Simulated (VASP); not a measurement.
# Ga2As (Pmmn) in VASP: single point with PBE

Aim: the single point of Ga2As with PBE.

All numbers are computed with VASP 6.6.1; they aren't measurements. Logs are shortened: lines on timing, memory, paths and dates and some standing lists are left out, and cuts for length are marked.

**1. The cell of the first run**

The structure is orthorhombic, space group Pmmn (No. 59). Conventional cell: a = 3.741 Å, b = 3.883 Å, c = 8.339 Å, α = 90.00°, β = 90.00°, γ = 90.00°. Within 3.7 Å of Ga (site symmetry mm2) lie 2 As at 2.80 Å and 6 Ga at 2.91 to 3.15 Å. Ga (site symmetry mm2) has 5 As at 2.68 to 2.72 Å and 2 Ga at 3.15 Å within 3.5 Å. As (site symmetry mm2) has 7 Ga at 2.68 to 2.80 Å within 3.5 Å.

**2. Single point, PBE**

The input, INCAR:

```
SYSTEM = Ga2As
PREC = Accurate ; ENCUT = 520
EDIFF = 1E-7 ; ISMEAR = 0
SIGMA = 0.1 ; LREAL = .FALSE.
LASPH = .TRUE. ; NELM = 60
ALGO = Fast ; ISIF = 2
LWAVE = .FALSE. ; LCHARG = .FALSE.
GGA = PE ; NBANDS = 40
```

The input, KPOINTS:

```
Automatic mesh
0
G
  10 10 6
  0 0 0
```

The input, POSCAR:

```
Ga2As
1.0
    3.7410066824      0.0000000000      0.0000000000
    0.0000000000      3.8826199807      0.0000000000
    0.0000000000      0.0000000000      8.3392714251
Ga As
4 2
Direct
    0.0000000000      0.5000000000      0.4348455800
    0.5000000000      0.0000000000      0.5651544200
    0.5000000000      0.5000000000      0.8631379382
    0.0000000000      0.0000000000      0.1368620618
    0.5000000000      0.5000000000      0.1845357933
    0.0000000000      0.0000000000      0.8154642067
```

Potentials or basis: VASP PAW PBE potentials, release 64 (Ga_d, As).

On the command line:

```console
$ cat potpaw_PBE.64/Ga_d/POTCAR potpaw_PBE.64/As/POTCAR > POTCAR
$ mpirun -np 1 vasp_std > vasp.out
```

OUTCAR:

```text
SYSTEM = Ga2As
   PREC = Accurate
   ENCUT = 520
   EDIFF = 1E-7
   ISMEAR = 0
   LREAL = .FALSE.
   LASPH = .TRUE.
   NELM = 60
   ISIF = 2
   GGA = PE

 ion  position               nearest neighbor table
   1  0.000  0.500  0.435-   5 2.80   5 2.80   2 2.91   2 2.91   2 2.91   2 2.91
   2  0.500  0.000  0.565-   6 2.80   6 2.80   1 2.91   1 2.91   1 2.91   1 2.91
   3  0.500  0.500  0.863-   5 2.68   6 2.72   6 2.72   6 2.72   6 2.72
   4  0.000  0.000  0.137-   6 2.68   5 2.72   5 2.72   5 2.72   5 2.72
   5  0.500  0.500  0.185-   3 2.68   4 2.72   4 2.72   4 2.72   4 2.72   1 2.80   1 2.80
   6  0.000  0.000  0.815-   4 2.68   3 2.72   3 2.72   3 2.72   3 2.72   2 2.80   2 2.80

  LATTYP: Found a simple orthorhombic cell.
 ALAT       =     3.7410066824
 B/A-ratio  =     1.0378543291
 C/A-ratio  =     2.2291517052

  Lattice vectors:

 A1 = (   3.7410066824,   0.0000000000,   0.0000000000)
 A2 = (   0.0000000000,   3.8826199807,   0.0000000000)
 A3 = (   0.0000000000,   0.0000000000,   8.3392714251)

Analysis of symmetry for initial positions (statically):
=====================================================================
 Subroutine PRICEL returns:
 Original cell was already a primitive cell.

 Routine SETGRP: Setting up the symmetry group for a
 simple orthorhombic supercell.

 Subroutine GETGRP returns: Found  8 space group operations
 (whereof  4 operations were pure point group operations)
 out of a pool of  8 trial point group operations.

The static configuration has the point symmetry C_2v.
 The point group associated with its full space group is D_2h.

Analysis of symmetry for dynamics (positions and initial velocities):
=====================================================================
 Subroutine PRICEL returns:
 Original cell was already a primitive cell.

 Routine SETGRP: Setting up the symmetry group for a
 simple orthorhombic supercell.

 Subroutine GETGRP returns: Found  8 space group operations
 (whereof  4 operations were pure point group operations)
 out of a pool of  8 trial point group operations.

The dynamic configuration has the point symmetry C_2v.
 The point group associated with its full space group is D_2h.

 Subroutine INISYM returns: Found  8 space group operations
 (whereof  4 operations are pure point group operations),
 and found     1 'primitive' translations

----------------------------------------------------------------------------------------

                                     Primitive cell

  volume of cell :     121.1271

  direct lattice vectors                    reciprocal lattice vectors
     3.741006682  0.000000000  0.000000000     0.267307729  0.000000000  0.000000000
     0.000000000  3.882619981  0.000000000     0.000000000  0.257558042  0.000000000
     0.000000000  0.000000000  8.339271425     0.000000000  0.000000000  0.119914552

  length of vectors
     3.741006682  3.882619981  8.339271425     0.267307729  0.257558042  0.119914552

  position of ions in fractional coordinates (direct lattice)
     0.000000000  0.500000000  0.434845580
     0.500000000  0.000000000  0.565154420
     0.500000000  0.500000000  0.863137938
     0.000000000  0.000000000  0.136862062
     0.500000000  0.500000000  0.184535793
     0.000000000  0.000000000  0.815464207

  ion indices of the primitive-cell ions
   primitive index   ion index
                 1           1
                 2           2
                 3           3
                 4           4
                 5           5
                 6           6

----------------------------------------------------------------------------------------

 KPOINTS: Automatic mesh

Automatic generation of k-mesh.
 Grid dimensions read from file:
 generate k-points for:   10   10    6

 Generating k-lattice:

  Cartesian coordinates                     Fractional coordinates (reciprocal lattice)
     0.026730773  0.000000000  0.000000000     0.100000000  0.000000000  0.000000000
     0.000000000  0.025755804  0.000000000     0.000000000  0.100000000  0.000000000
     0.000000000  0.000000000  0.019985759     0.000000000  0.000000000  0.166666667

  Length of vectors
     0.026730773  0.025755804  0.019985759

  Shift w.r.t. Gamma in fractional coordinates (k-lattice)
     0.000000000  0.000000000  0.000000000

 Subroutine IBZKPT returns following result:
 ===========================================

 Found    144 irreducible k-points:

 Following reciprocal coordinates:
            Coordinates               Weight
  0.000000  0.000000  0.000000      1.000000
  0.100000  0.000000  0.000000      2.000000
  0.200000  0.000000  0.000000      2.000000
  0.300000  0.000000  0.000000      2.000000
  0.400000  0.000000  0.000000      2.000000
  0.500000  0.000000  0.000000      1.000000
[... 16 lines left out ...]
  0.400000  0.300000  0.000000      4.000000
  0.500000  0.300000  0.000000      2.000000
 [... further k-points ...]
   k-points           NKPTS =    144   k-points in BZ     NKDIM =    144   number of bands    NBANDS=     40
   number of dos      NEDOS =    301   number of ions     NIONS =      6
   total plane-waves  NPLWV =  53760
   dimension x,y,z NGX =    28 NGY =   30 NGZ =   64
   dimension x,y,z NGXF=    56 NGYF=   60 NGZF=  128
   ions per type =               4   2
   NGX,Y,Z   is equivalent  to a cutoff of  12.44, 12.85, 12.76 a.u.
   NGXF,Y,Z  is equivalent  to a cutoff of  24.89, 25.69, 25.52 a.u.
 SYSTEM =  Ga2As
   PREC   = accura    normal or accurate (medium, high low for compatibility)
   ISTART =      0    job   : 0-new  1-cont  2-samecut
   ICHARG =      2    charge: 1-file 2-atom 10-const
   ISPIN  =      1    spin polarized calculation?
   LNONCOLLINEAR =      F non collinear calculations
   LSORBIT =      F    spin-orbit coupling
   LASPH  =      T    aspherical Exc in radial PAW
   ENCUT  =  520.0 eV  38.22 Ry    6.18 a.u.   6.96  7.22 15.51*2*pi/ulx,y,z
   NELM   =     60;   NELMIN=  2; NELMDL= -5     # of ELM steps
   EDIFF  = 0.1E-06   stopping-criterion for ELM
   LREAL  =      F    real-space projection
   EDIFFG = 0.1E-05   stopping-criterion for IOM
   NSW    =      0    number of steps for IOM
   IBRION =     -1    ionic relax: 0-MD 1-quasi-New 2-CG
   NFREE  =      0    steps in history (QN), initial steepest desc. (CG)
   ISIF   =      2    stress and relaxation
   ISYM   =      2    0-nonsym 1-usesym 2-fastsym
   POTIM  = 0.5000    time-step for ionic-motion
   TEBEG  =    0.0;   TEEND  =   0.0 temperature during run
   PSTRESS=    0.0 pullay stress
   NELECT =      62.0000    total number of electrons
   NUPDOWN=      -1.0000    fix difference up-down
   EMIN   =  10.00;   EMAX   =-10.00  energy-range for DOS
   EFERMI =   0.00;   METHOD = LEGACY
   ISMEAR =     0;   SIGMA  =   0.10  broadening in eV -4-tet -1-fermi 0-gaus
   EFERMI_NEDOS =   21; number of points for ismear=-14 and -15
   IALGO  =     68    algorithm
   IMIX   =      4    mixing-type and parameters
     AMIX     =   0.40;   BMIX     =  1.00
     AMIX_MAG =   1.60;   BMIX_MAG =  1.00
  volume/ion in A,a.u.               =      20.19       136.23
  Fermi-wavevector in a.u.,A,eV,Ry     =   1.309558  2.474707 23.333222  1.714943
  Thomas-Fermi vector in A             =   2.440149
   LORBIT       =      0    0 simple, 1 ext, 2 COOP (PROOUT), +10 PAW based schemes
   GGA     = PE    functional components
   LHFCALC =     F    Hartree Fock is set to
   AEXX    =    0.0000 exact exchange contribution
   IVDW    =     0    specifies the selected vdW correction
   LEPSILON=     F    determine dielectric tensor
   LRPA    =     F    only Hartree local field effects (RPA)
 non-spin polarized calculation
 RMM-DIIS sequential band-by-band and
 Gauss-broadening in eV      SIGMA  =   0.10
  energy-cutoff  :      520.00
  volume of cell :      121.13
 maximum number of plane-waves:      3296
 NGX is ok and might be reduce to    28
   NGX = 13   NGY = 15   NGZ = 31

 number of electron      62.0000019 magnetization

 Free energy of the ion-electron system (eV)
  ---------------------------------------------------
  ext. energy  EPLUGINS =         0.00000000
  ---------------------------------------------------
  free energy    TOTEN  =       -21.01330627 eV

  energy without entropy =      -21.00294995  energy(sigma->0) =      -21.00812811

 E-fermi :   5.1857     XC(G=0): -10.5116

 val. band max:        5.1851067783   @ k =   0.4000   0.4000   0.3333
 cond. band min:       5.1869356668   @ k =   0.3000   0.0000   0.1667
 fundamental gap:      0.0018288885
 Fermi energy:         5.1856667805

 k-point     1 :       0.0000    0.0000    0.0000
  band No.  band energies     occupation
      1      -9.9185      2.00000
      2      -9.8461      2.00000
      3      -9.8201      2.00000
      4      -9.8087      2.00000
      5      -9.7911      2.00000
      6      -9.7899      2.00000
[... 32 lines left out ...]
     39      12.1909      0.00000
     40      12.3311      0.00000

 k-point     2 :       0.1000    0.0000    0.0000
  band No.  band energies     occupation
      1      -9.9107      2.00000
      2      -9.8502      2.00000
      3      -9.8144      2.00000
      4      -9.8097      2.00000
      5      -9.7950      2.00000
      6      -9.7914      2.00000
[... 32 lines left out ...]
     39      11.5213      0.00000
     40      11.7676      0.00000

 k-point     3 :       0.2000    0.0000    0.0000
  band No.  band energies     occupation
      1      -9.8897      2.00000
      2      -9.8575      2.00000
      3      -9.8138      2.00000
      4      -9.8094      2.00000
      5      -9.8075      2.00000
      6      -9.7913      2.00000
[... 32 lines left out ...]
     39      10.4883      0.00000
     40      10.9333      0.00000

 k-point     4 :       0.3000    0.0000    0.0000
  band No.  band energies     occupation
      1      -9.8622      2.00000
      2      -9.8610      2.00000
      3      -9.8242      2.00000
      4      -9.8238      2.00000
      5      -9.8223      2.00000
      6      -9.7839      2.00000
[... 32 lines left out ...]
     39       9.7492      0.00000
     40      10.5141      0.00000
[... 772 lines left out ...]
     39      10.4232      0.00000
     40      11.2112      0.00000

 k-point    23 :       0.4000    0.3000    0.0000
  band No.  band energies     occupation
      1      -9.8807      2.00000
      2      -9.8785      2.00000
      3      -9.8297      2.00000
      4      -9.8244      2.00000
      5      -9.8001      2.00000
      6      -9.7864      2.00000
[... 32 lines left out ...]
     39      11.3448      0.00000
     40      11.4168      0.00000

 k-point    24 :       0.5000    0.3000    0.0000
  band No.  band energies     occupation
      1      -9.8852      2.00000
      2      -9.8852      2.00000
      3      -9.8229      2.00000
      4      -9.8229      2.00000
      5      -9.7960      2.00000
      6      -9.7960      2.00000
[... 32 lines left out ...]
     39      10.8802      0.00000
     40      10.8803      0.00000

 [... further k-points ...]
[... 5 lines left out ...]
  --------------------------------------------------------------------------------------
  -------------------------------------------------------------------------------------
  Total        0.1042663      0.0937462      0.1015232      0.0000000      0.0000000      0.0000000
  in kB        1.3791549      1.2400028      1.3428708      0.0000000      0.0000000      0.0000000
  external PRESSURE =       1.3206762 kB  Pullay stress =       0.0000000 kB

 VOLUME and BASIS-vectors are now :
 -----------------------------------------------------------------------------
  energy-cutoff  :      520.00
  volume of cell :      121.13
      direct lattice vectors                 reciprocal lattice vectors
     3.741006682  0.000000000  0.000000000     0.267307729  0.000000000  0.000000000
     0.000000000  3.882619981  0.000000000     0.000000000  0.257558042  0.000000000
     0.000000000  0.000000000  8.339271425     0.000000000  0.000000000  0.119914552

 POSITION                                       TOTAL-FORCE (eV/Angst)
 -----------------------------------------------------------------------------------
      0.00000      1.94131      3.62630         0.000000      0.000000      0.004428
      1.87050      0.00000      4.71298         0.000000      0.000000     -0.004428
      1.87050      1.94131      7.19794         0.000000      0.000000     -0.000991
      0.00000      0.00000      1.14133         0.000000      0.000000      0.000991
      1.87050      1.94131      1.53889         0.000000      0.000000      0.001000
      0.00000      0.00000      6.80038         0.000000      0.000000     -0.001000
 -----------------------------------------------------------------------------------
    total drift:                                0.000000      0.000000      0.000000

  FREE ENERGIE OF THE ION-ELECTRON SYSTEM (eV)
  ---------------------------------------------------
  free  energy   TOTEN  =       -21.0133062745 eV

  energy  without entropy=      -21.0029499514  energy(sigma->0) =      -21.00812811
```

Wall time 13 min (1 thread of Intel Xeon Platinum 8488C (Sapphire Rapids), shared host); peak memory 0.62 GiB.

Results:

```
Free energy            : -21.0133 eV
Pressure               : 0.1 GPa
Largest force          : 0.004 eV/Å
Band gap on the k mesh : zero (band 31 reaches 7.04 eV, above the bottom of band 32 at 2.07 eV)
```

Forces on the atoms (eV/Å):
```
Ga   0.000  0.000  0.004
Ga   0.000  0.000 -0.004
Ga   0.000  0.000 -0.001
Ga   0.000  0.000  0.001
As   0.000  0.000  0.001
As   0.000  0.000 -0.001
```

Levels at points of the mesh, in eV from the Fermi level:
| k point | band 28 | band 29 | band 30 | band 31 | band 32 | band 33 | band 34 | band 35 |
| --- | --- | --- | --- | --- | --- | --- | --- | --- |
| (0.00, 0.00, 0.00) | -2.23 | -1.36 | -1.05 | -0.95 | 0.95 | 1.23 | 1.82 | 2.22 |
| (0.50, 0.00, 0.00) | -1.23 | -0.27 | -0.27 | 0.01 | 0.01 | 1.89 | 1.89 | 2.29 |
| (0.00, 0.50, 0.00) | -1.26 | -0.40 | -0.40 | 0.23 | 0.23 | 2.28 | 2.28 | 3.31 |
| (0.50, 0.50, 0.00) | -4.23 | -3.40 | -3.40 | -3.12 | -3.12 | 1.10 | 1.10 | 2.94 |
| (0.00, 0.00, 0.50) | -2.04 | -1.68 | -1.39 | -0.11 | 0.50 | 1.68 | 2.38 | 2.74 |
| (0.50, 0.00, 0.50) | -3.40 | -0.24 | -0.24 | 1.85 | 1.85 | 2.04 | 2.04 | 3.15 |
| (0.00, 0.50, 0.50) | -3.06 | -0.38 | -0.38 | 1.86 | 1.86 | 2.66 | 2.66 | 2.99 |
| (0.50, 0.50, 0.50) | -4.75 | -2.34 | -2.34 | -2.02 | -2.02 | -1.24 | -1.24 | 1.55 |
